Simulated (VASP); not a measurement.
Here is a VASP 6.6.1 calculation.

INCAR

```
PREC = Accurate
ENCUT = 520
EDIFF = 1E-6
ISMEAR = -1
SIGMA = 0.05
LREAL = F
LASPH = T
NELM = 80
ALGO = Normal
ISIF = 2
LWAVE = F
LCHARG = F
NBANDS = 18
```

Contents of KPOINTS:

```
Automatic mesh
0
Gamma
  9 9 7
```

File POSCAR:

```
CuAu
1.0
    2.8107494552      0.0000000000      0.0000000000
    0.0000000000      2.8107494552      0.0000000000
    0.0000000000      0.0000000000      3.6850000000
Au Cu
1 1
Direct
    0.0000000000      0.0000000000      0.0000000000
    0.5000000000      0.5000000000      0.5000000000
```

Potentials or basis: VASP PAW LDA potentials, release 64 (Au, Cu).

The run is started by

```bash
$ cat potpaw_LDA.64/Au/POTCAR potpaw_LDA.64/Cu/POTCAR > POTCAR
$ mpirun -np 1 vasp_std > vasp.out
```

(1) What does it give for the band gap on the k mesh?

(2) Estimate the pressure.

## Answers

(1) zero (band 11 reaches 11.95 eV, above the bottom of band 12 at 6.51 eV).

(2) -8.6 GPa.

Caveat: spin-orbit coupling is left out, which moves the levels of the heavy elements.
